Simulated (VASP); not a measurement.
# Be in VASP: a series of runs

Runs on Be. Level: PBE. Tasks: single point, relaxation of cell and atoms.

Program: VASP 6.6.1. These are calculated values, not measurements. Logs are shortened: lines on timing, memory, paths and dates and some standing lists are left out, and cuts for length are marked.

**1. The cell of the first run**

Symmetry: Fm-3m, No. 225, cubic system. The conventional cell has a = 3.156 Å, b = 3.156 Å, c = 3.156 Å, α = 90.00°, β = 90.00°, γ = 90.00°. Be (site symmetry m-3m) has 12 Be at 2.23 Å within 3.0 Å.

This isn't the form of Be at room conditions, which is hcp.

**2. Single point, PBE**

Contents of INCAR:

```
  PREC = Accurate
  ENCUT = 520
  EDIFF = 1E-6
  ISMEAR = 0
  SIGMA = 0.1
  LREAL = False
  LASPH = True
  NELM = 80
  ALGO = Normal
  ISIF = 2
  LWAVE = False
  LCHARG = False
  GGA = PE
  NBANDS = 7
```

Contents of KPOINTS:

```
regular mesh
0
Gamma
  10 10 10
```

Contents of POSCAR:

```
Be
1.0
    0.0000000000      1.5778609078      1.5778609078
    1.5778609078      0.0000000000      1.5778609078
    1.5778609078      1.5778609078      0.0000000000
Be
1
Direct
    0.0000000000      0.0000000000      0.0000000000
```

Potentials or basis: VASP PAW PBE potentials, release 64 (Be).

Command:

```
cat potpaw_PBE.64/Be/POTCAR > POTCAR
mpirun -np 1 vasp_std > vasp.out
```

OUTCAR:

```text
PREC = Accurate
   ENCUT = 520
   EDIFF = 1E-6
   ISMEAR = 0
   LREAL = False
   LASPH = True
   NELM = 80
   ISIF = 2
   GGA = PE

 ion  position               nearest neighbor table
   1  0.000  0.000  0.000-

  LATTYP: Found a face centered cubic cell.
 ALAT       =     3.1557218156

  Lattice vectors:

 A1 = (   0.0000000000,   1.5778609078,   1.5778609078)
 A2 = (   1.5778609078,   0.0000000000,   1.5778609078)
 A3 = (   1.5778609078,   1.5778609078,   0.0000000000)

Analysis of symmetry for initial positions (statically):
=====================================================================
 Subroutine PRICEL returns:
 Original cell was already a primitive cell.

 Routine SETGRP: Setting up the symmetry group for a
 face centered cubic supercell.

 Subroutine GETGRP returns: Found 48 space group operations
 (whereof 48 operations were pure point group operations)
 out of a pool of 48 trial point group operations.

The static configuration has the point symmetry O_h .

Analysis of symmetry for dynamics (positions and initial velocities):
=====================================================================
 Subroutine PRICEL returns:
 Original cell was already a primitive cell.

 Routine SETGRP: Setting up the symmetry group for a
 face centered cubic supercell.

 Subroutine GETGRP returns: Found 48 space group operations
 (whereof 48 operations were pure point group operations)
 out of a pool of 48 trial point group operations.

The dynamic configuration has the point symmetry O_h .

 Subroutine INISYM returns: Found 48 space group operations
 (whereof 48 operations are pure point group operations),
 and found     1 'primitive' translations

----------------------------------------------------------------------------------------

                                     Primitive cell

  volume of cell :       7.8566

  direct lattice vectors                    reciprocal lattice vectors
     0.000000000  1.577860908  1.577860908    -0.316884712  0.316884712  0.316884712
     1.577860908  0.000000000  1.577860908     0.316884712 -0.316884712  0.316884712
     1.577860908  1.577860908  0.000000000     0.316884712  0.316884712 -0.316884712

  length of vectors
     2.231432295  2.231432295  2.231432295     0.548860422  0.548860422  0.548860422

  position of ions in fractional coordinates (direct lattice)
     0.000000000  0.000000000  0.000000000

  ion indices of the primitive-cell ions
   primitive index   ion index
                 1           1

----------------------------------------------------------------------------------------

 KPOINTS: regular mesh

Automatic generation of k-mesh.
 Grid dimensions read from file:
 generate k-points for:   10   10   10

 Generating k-lattice:

  Cartesian coordinates                     Fractional coordinates (reciprocal lattice)
    -0.031688471  0.031688471  0.031688471     0.100000000  0.000000000  0.000000000
     0.031688471 -0.031688471  0.031688471     0.000000000  0.100000000  0.000000000
     0.031688471  0.031688471 -0.031688471     0.000000000  0.000000000  0.100000000

  Length of vectors
     0.054886042  0.054886042  0.054886042

  Shift w.r.t. Gamma in fractional coordinates (k-lattice)
     0.000000000  0.000000000  0.000000000

 Subroutine IBZKPT returns following result:
 ===========================================

 Found     47 irreducible k-points:

 Following reciprocal coordinates:
            Coordinates               Weight
  0.000000  0.000000  0.000000      1.000000
  0.100000  0.000000  0.000000      8.000000
  0.200000  0.000000  0.000000      8.000000
  0.300000  0.000000  0.000000      8.000000
  0.400000  0.000000  0.000000      8.000000
  0.500000  0.000000  0.000000      4.000000
[... 16 lines left out ...]
  0.300000  0.300000  0.000000      6.000000
  0.400000  0.300000  0.000000     24.000000
 [... further k-points ...]
   k-points           NKPTS =     47   k-points in BZ     NKDIM =     47   number of bands    NBANDS=      7
   number of dos      NEDOS =    301   number of ions     NIONS =      1
   total plane-waves  NPLWV =   5832
   dimension x,y,z NGX =    18 NGY =   18 NGZ =   18
   dimension x,y,z NGXF=    36 NGYF=   36 NGZF=   36
   ions per type =               1
   NGX,Y,Z   is equivalent  to a cutoff of  13.41, 13.41, 13.41 a.u.
   NGXF,Y,Z  is equivalent  to a cutoff of  26.82, 26.82, 26.82 a.u.
 SYSTEM =  unknown system
   PREC   = accura    normal or accurate (medium, high low for compatibility)
   ISTART =      0    job   : 0-new  1-cont  2-samecut
   ICHARG =      2    charge: 1-file 2-atom 10-const
   ISPIN  =      1    spin polarized calculation?
   LNONCOLLINEAR =      F non collinear calculations
   LSORBIT =      F    spin-orbit coupling
   LASPH  =      T    aspherical Exc in radial PAW
   ENCUT  =  520.0 eV  38.22 Ry    6.18 a.u.   4.15  4.15  4.15*2*pi/ulx,y,z
   NELM   =     80;   NELMIN=  2; NELMDL= -5     # of ELM steps
   EDIFF  = 0.1E-05   stopping-criterion for ELM
   LREAL  =      F    real-space projection
   EDIFFG = 0.1E-04   stopping-criterion for IOM
   NSW    =      0    number of steps for IOM
   IBRION =     -1    ionic relax: 0-MD 1-quasi-New 2-CG
   NFREE  =      0    steps in history (QN), initial steepest desc. (CG)
   ISIF   =      2    stress and relaxation
   ISYM   =      2    0-nonsym 1-usesym 2-fastsym
   POTIM  = 0.5000    time-step for ionic-motion
   TEBEG  =    0.0;   TEEND  =   0.0 temperature during run
   PSTRESS=    0.0 pullay stress
   NELECT =       2.0000    total number of electrons
   NUPDOWN=      -1.0000    fix difference up-down
   EMIN   =  10.00;   EMAX   =-10.00  energy-range for DOS
   EFERMI =   0.00;   METHOD = LEGACY
   ISMEAR =     0;   SIGMA  =   0.10  broadening in eV -4-tet -1-fermi 0-gaus
   EFERMI_NEDOS =   21; number of points for ismear=-14 and -15
   IALGO  =     38    algorithm
   IMIX   =      4    mixing-type and parameters
     AMIX     =   0.40;   BMIX     =  1.00
     AMIX_MAG =   1.60;   BMIX_MAG =  1.00
  volume/ion in A,a.u.               =       7.86        53.02
  Fermi-wavevector in a.u.,A,eV,Ry     =   1.037543  1.960672 14.646611  1.076496
  Thomas-Fermi vector in A             =   2.171986
   LORBIT       =      0    0 simple, 1 ext, 2 COOP (PROOUT), +10 PAW based schemes
   GGA     = PE    functional components
   LHFCALC =     F    Hartree Fock is set to
   AEXX    =    0.0000 exact exchange contribution
   IVDW    =     0    specifies the selected vdW correction
   LEPSILON=     F    determine dielectric tensor
   LRPA    =     F    only Hartree local field effects (RPA)
 non-spin polarized calculation
 Gauss-broadening in eV      SIGMA  =   0.10
  energy-cutoff  :      520.00
  volume of cell :        7.86
 maximum number of plane-waves:       222
 NGX is ok and might be reduce to    18
   NGX =  9   NGY =  9   NGZ =  9

 number of electron       2.0000000 magnetization

 Free energy of the ion-electron system (eV)
  ---------------------------------------------------
  ext. energy  EPLUGINS =         0.00000000
  ---------------------------------------------------
  free energy    TOTEN  =        -3.67922878 eV

  energy without entropy =       -3.67919773  energy(sigma->0) =       -3.67921325

 E-fermi :   7.4269     XC(G=0): -10.6311

 val. band max:        7.2341488741   @ k =  -0.3000   0.5000   0.2000
 cond. band min:       7.5924368024   @ k =   0.5000   0.0000   0.0000
 fundamental gap:      0.3582879283
 Fermi energy:         7.4269045577

 k-point     1 :       0.0000    0.0000    0.0000
  band No.  band energies     occupation
      1      -4.3132      2.00000
      2      27.0481      0.00000
      3      27.0481      0.00000
      4      27.0481      0.00000
      5      36.7293      0.00000
      6      36.7293      0.00000
      7      36.7293      0.00000

 k-point     2 :       0.1000    0.0000    0.0000
  band No.  band energies     occupation
      1      -3.9813      2.00000
      2      24.5586      0.00000
      3      26.5297      0.00000
      4      26.5297      0.00000
      5      34.9726      0.00000
      6      37.7173      0.00000
      7      37.7173      0.00000

 k-point     3 :       0.2000    0.0000    0.0000
  band No.  band energies     occupation
      1      -2.9868      2.00000
      2      19.4280      0.00000
      3      25.5401      0.00000
      4      25.5401      0.00000
      5      35.4677      0.00000
      6      38.3693      0.00000
      7      38.3693      0.00000

 k-point     4 :       0.3000    0.0000    0.0000
  band No.  band energies     occupation
      1      -1.3499      2.00000
      2      14.2372      0.00000
      3      24.7183      0.00000
      4      24.7183      0.00000
      5      36.2942      0.00000
      6      36.2942      0.00000
      7      36.5916      0.00000

 k-point     5 :       0.4000    0.0000    0.0000
  band No.  band energies     occupation
      1       0.7827      2.00000
      2       9.8502      0.00000
      3      24.2496      0.00000
      4      24.2496      0.00000
      5      34.5093      0.00000
      6      34.5093      0.00000
      7      35.9625      0.00000
[... 161 lines left out ...]
 k-point    22 :      -0.2000    0.2000    0.0000
  band No.  band energies     occupation
      1      -0.7575      2.00000
      2      15.2417      0.00000
      3      19.1000      0.00000
      4      25.2064      0.00000
      5      33.0754      0.00000
      6      37.3080      0.00000
      7      38.4742      0.00000

 k-point    23 :       0.3000    0.3000    0.0000
  band No.  band energies     occupation
      1      -0.2998      2.00000
      2      19.2847      0.00000
      3      19.2847      0.00000
      4      20.8145      0.00000
      5      25.1745      0.00000
      6      29.8217      0.00000
      7      49.4775      0.00000

 k-point    24 :       0.4000    0.3000    0.0000
  band No.  band energies     occupation
      1       1.3495      2.00000
      2      15.7348      0.00000
      3      18.1897      0.00000
      4      18.6057      0.00000
      5      26.2661      0.00000
      6      30.5334      0.00000
      7      48.9861      0.00000

 [... further k-points ...]

------------------------ aborting loop because EDIFF is reached ----------------------------------------

  FORCE on cell =-STRESS in cart. coord.  units (eV):
  Direction    XX          YY          ZZ          XY          YZ          ZX
  --------------------------------------------------------------------------------------
  -------------------------------------------------------------------------------------
  Total        0.0076320      0.0076320      0.0076320      0.0000000      0.0000000     -0.0000000
  in kB        1.5563673      1.5563673      1.5563673      0.0000000      0.0000000     -0.0000000
  external PRESSURE =       1.5563673 kB  Pullay stress =       0.0000000 kB

 VOLUME and BASIS-vectors are now :
 -----------------------------------------------------------------------------
  energy-cutoff  :      520.00
  volume of cell :        7.86
      direct lattice vectors                 reciprocal lattice vectors
     0.000000000  1.577860908  1.577860908    -0.316884712  0.316884712  0.316884712
     1.577860908  0.000000000  1.577860908     0.316884712 -0.316884712  0.316884712
     1.577860908  1.577860908  0.000000000     0.316884712  0.316884712 -0.316884712

 POSITION                                       TOTAL-FORCE (eV/Angst)
 -----------------------------------------------------------------------------------
      0.00000      0.00000      0.00000         0.000000      0.000000      0.000000
 -----------------------------------------------------------------------------------
    total drift:                               -0.000000      0.000000     -0.000000

  FREE ENERGIE OF THE ION-ELECTRON SYSTEM (eV)
  ---------------------------------------------------
  free  energy   TOTEN  =        -3.6792287779 eV

  energy  without entropy=       -3.6791977254  energy(sigma->0) =       -3.67921325
```

Wall time 5.5 s (1 thread of Intel Xeon 8259CL, shared host); peak memory 0.11 GiB.

The run converged, but its numbers aren't listed here, since they failed a check.

Caveat: the mesh shows a gap though the element is a metal.

**3. Relaxation of cell and atoms, PBE**

This run uses another cell than the first one, of 7.94 Å³/atom.

Contents of INCAR:

```
PREC = Accurate ; ENCUT = 600
EDIFF = 1E-6 ; ISMEAR = 0
SIGMA = 0.1 ; LREAL = False
LASPH = True ; NELM = 80
ALGO = Normal ; ISIF = 3
LWAVE = False ; LCHARG = False
GGA = PE ; IBRION = 2
NSW = 90 ; EDIFFG = -0.04
```

KPOINTS is that of step 2.

Contents of POSCAR:

```
Be
1.0
    0.0000000000      1.5834061597      1.5834061597
    1.5834061597      0.0000000000      1.5834061597
    1.5834061597      1.5834061597      0.0000000000
Be
1
Direct
    0.0000000000      0.0000000000      0.0000000000
```

Potentials or basis: VASP PAW PBE potentials, release 64 (Be).

Command:

```
cat potpaw_PBE.64/Be/POTCAR > POTCAR
mpirun -np 1 vasp_std > vasp.out
```

OUTCAR:

```text
PREC = Accurate
   ENCUT = 600
   EDIFF = 1E-6
   ISMEAR = 0
   LREAL = False
   LASPH = True
   NELM = 80
   ISIF = 3
   GGA = PE
   IBRION = 2
   NSW = 90
   EDIFFG = -0.04

 ion  position               nearest neighbor table
   1  0.000  0.000  0.000-

  LATTYP: Found a face centered cubic cell.
 ALAT       =     3.1668123194

  Lattice vectors:

 A1 = (   0.0000000000,   1.5834061597,   1.5834061597)
 A2 = (   1.5834061597,   0.0000000000,   1.5834061597)
 A3 = (   1.5834061597,   1.5834061597,   0.0000000000)

Analysis of symmetry for initial positions (statically):
=====================================================================
 Subroutine PRICEL returns:
 Original cell was already a primitive cell.

 Routine SETGRP: Setting up the symmetry group for a
 face centered cubic supercell.

 Subroutine GETGRP returns: Found 48 space group operations
 (whereof 48 operations were pure point group operations)
 out of a pool of 48 trial point group operations.

The static configuration has the point symmetry O_h .

Analysis of symmetry for dynamics (positions and initial velocities):
=====================================================================
 Subroutine PRICEL returns:
 Original cell was already a primitive cell.

 Routine SETGRP: Setting up the symmetry group for a
 face centered cubic supercell.

 Subroutine GETGRP returns: Found 48 space group operations
 (whereof 48 operations were pure point group operations)
 out of a pool of 48 trial point group operations.

The dynamic configuration has the point symmetry O_h .

 Subroutine INISYM returns: Found 48 space group operations
[... 163 lines left out ...]
     1.583406160  0.000000000  1.583406160     0.315774949 -0.315774949  0.315774949
     1.583406160  1.583406160  0.000000000     0.315774949  0.315774949 -0.315774949

 POSITION                                       TOTAL-FORCE (eV/Angst)
 -----------------------------------------------------------------------------------
      0.00000      0.00000      0.00000        -0.000000     -0.000000     -0.000000
 -----------------------------------------------------------------------------------
    total drift:                               -0.000000      0.000000     -0.000000

  FREE ENERGIE OF THE ION-ELECTRON SYSTEM (eV)
  ---------------------------------------------------
  free  energy   TOTEN  =        -3.6789819949 eV

  energy  without entropy=       -3.6789255231  energy(sigma->0) =       -3.67895376

--------------------------------------- Ionic step        2  -------------------------------------------

 number of electron       2.0000000 magnetization

 Free energy of the ion-electron system (eV)
  ---------------------------------------------------
  ext. energy  EPLUGINS =         0.00000000
  ---------------------------------------------------
  free energy    TOTEN  =        -3.67923880 eV

  energy without entropy =       -3.67920281  energy(sigma->0) =       -3.67922081

 E-fermi :   7.4032     XC(G=0): -10.6229

 val. band max:        7.2143534159   @ k =  -0.3000   0.5000   0.2000
 cond. band min:       7.5642866656   @ k =   0.5000   0.0000   0.0000
 fundamental gap:      0.3499332498
 Fermi energy:         7.4031934246

 k-point     1 :       0.0000    0.0000    0.0000
  band No.  band energies     occupation
      1      -4.3198      2.00000
      2      26.9880      0.00000
      3      26.9880      0.00000
      4      26.9880      0.00000
      5      36.6625      0.00000
[... 177 lines left out ...]
 k-point    24 :       0.4000    0.3000    0.0000
  band No.  band energies     occupation
      1       1.3371      2.00000
      2      15.6998      0.00000
      3      18.1473      0.00000
      4      18.5641      0.00000
      5      26.2150      0.00000

 [... further k-points ...]

------------------------ aborting loop because EDIFF is reached ----------------------------------------

  FORCE on cell =-STRESS in cart. coord.  units (eV):
  Direction    XX          YY          ZZ          XY          YZ          ZX
  --------------------------------------------------------------------------------------
  -------------------------------------------------------------------------------------
  Total       -0.0074454     -0.0074454     -0.0074454      0.0000000      0.0000000      0.0000000
  in kB       -1.5145572     -1.5145572     -1.5145572      0.0000000      0.0000000      0.0000000
  external PRESSURE =      -1.5145572 kB  Pullay stress =       0.0000000 kB

 VOLUME and BASIS-vectors are now :
 -----------------------------------------------------------------------------
  energy-cutoff  :      600.00
  volume of cell :        7.88
      direct lattice vectors                 reciprocal lattice vectors
    -0.000000000  1.579166199  1.579166199    -0.316622785  0.316622785  0.316622785
     1.579166199  0.000000000  1.579166199     0.316622785 -0.316622785  0.316622785
     1.579166199  1.579166199 -0.000000000     0.316622785  0.316622785 -0.316622785

 POSITION                                       TOTAL-FORCE (eV/Angst)
 -----------------------------------------------------------------------------------
      3.15833      3.15833      3.15833        -0.000000      0.000000     -0.000000
 -----------------------------------------------------------------------------------
    total drift:                                0.000000      0.000000      0.000000

  FREE ENERGIE OF THE ION-ELECTRON SYSTEM (eV)
  ---------------------------------------------------
  free  energy   TOTEN  =        -3.6792387965 eV

  energy  without entropy=       -3.6792028146  energy(sigma->0) =       -3.67922081

 reached required accuracy - stopping structural energy minimisation
```

OSZICAR:

```text
N       E                     dE             d eps       ncg     rms          rms(c)
DAV:   1    -0.159056263876E+01   -0.15906E+01   -0.10629E+03   490   0.362E+02
DAV:   2    -0.369900497950E+01   -0.21084E+01   -0.20619E+01   655   0.443E+01
DAV:   3    -0.370881613145E+01   -0.98112E-02   -0.98111E-02   550   0.263E+00
DAV:   4    -0.370882082868E+01   -0.46972E-05   -0.46980E-05   680   0.645E-02
DAV:   5    -0.370882083088E+01   -0.21981E-08   -0.12446E-08   530   0.497E-04    0.781E-01
DAV:   6    -0.368739522031E+01    0.21426E-01   -0.24981E-03   490   0.689E-01    0.480E-01
DAV:   7    -0.367898379493E+01    0.84114E-02   -0.23474E-03   485   0.698E-01    0.242E-02
DAV:   8    -0.367898165914E+01    0.21358E-05   -0.20300E-06   500   0.128E-02    0.628E-03
DAV:   9    -0.367898199487E+01   -0.33573E-06   -0.13397E-06   540   0.121E-02
   1 F= -.36789820E+01 E0= -.36789538E+01  d E =-.367898E+01
       N       E                     dE             d eps       ncg     rms          rms(c)
DAV:   1    -0.367923996587E+01   -0.25831E-03   -0.84505E-04   490   0.331E-01    0.114E-02
DAV:   2    -0.367923826182E+01    0.17040E-05   -0.75386E-07   580   0.122E-02    0.722E-03
DAV:   3    -0.367923879655E+01   -0.53473E-06   -0.99706E-07   480   0.165E-02
   2 F= -.36792388E+01 E0= -.36792208E+01  d E =-.256802E-03
```

Run time: 3.4 s. Hardware: 1 thread of Intel Xeon 8259CL, shared host; peak memory 0.11 GiB.

The run converged, but its numbers aren't listed here, since they failed a check.

Caveat: the mesh shows a gap though the element is a metal.

(Continued in part 2 of 2.)
